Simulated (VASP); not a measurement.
## AlFe: single point with PBE

AlFe:

```xyz
2
Lattice="3.0039 0.0000 0.0000 0.0000 3.0039 0.0000 0.0000 0.0000 3.0039" Properties=species:S:1:pos:R:3 pbc="T T T"
Al    0.0000    0.0000    0.0000
Fe    1.5020    1.5020    1.5020
```

This cell differs from its parent crystal: volume scaled by 1.1.

```yaml
Program: VASP 6.6.1
Task: single point
Functional: PBE
Potentials_or_basis: VASP PAW PBE potentials, release 64 (Al, Fe)
Cutoff: 520 eV
k_mesh: 11 × 11 × 11
Occupations: fermi-dirac, width 0.1 eV
Spin: collinear spin, ferromagnetic start
Starting_moments: "[0.0, 3.0] μB"
```

* Pressure: -17.1 GPa
* Net moment: 0.81 μB per cell
* Site moments: Al -0.03; Fe +0.88 μB
* Valence electrons inside the program's atomic spheres: Al 0.77; Fe 7.17

Levels at points of the mesh, in eV from the Fermi level:
Spin up:
| k point | band 3 | band 4 | band 5 | band 6 | band 7 | band 8 | band 9 | band 10 |
| --- | --- | --- | --- | --- | --- | --- | --- | --- |
| (0.00, 0.00, 0.00) | -2.27 | -0.59 | -0.59 | -0.59 | 5.52 | 5.52 | 5.52 | 8.54 |
Spin down:
| k point | band 2 | band 3 | band 4 | band 5 | band 6 | band 7 | band 8 | band 9 |
| --- | --- | --- | --- | --- | --- | --- | --- | --- |
| (0.00, 0.00, 0.00) | -1.78 | -1.78 | 0.37 | 0.37 | 0.37 | 5.52 | 5.52 | 5.52 |

Run time: 18 s on 1 thread of Intel(R) Xeon(R) Platinum 8559C (Emerald Rapids), on a shared host, peak memory 0.17 GiB.
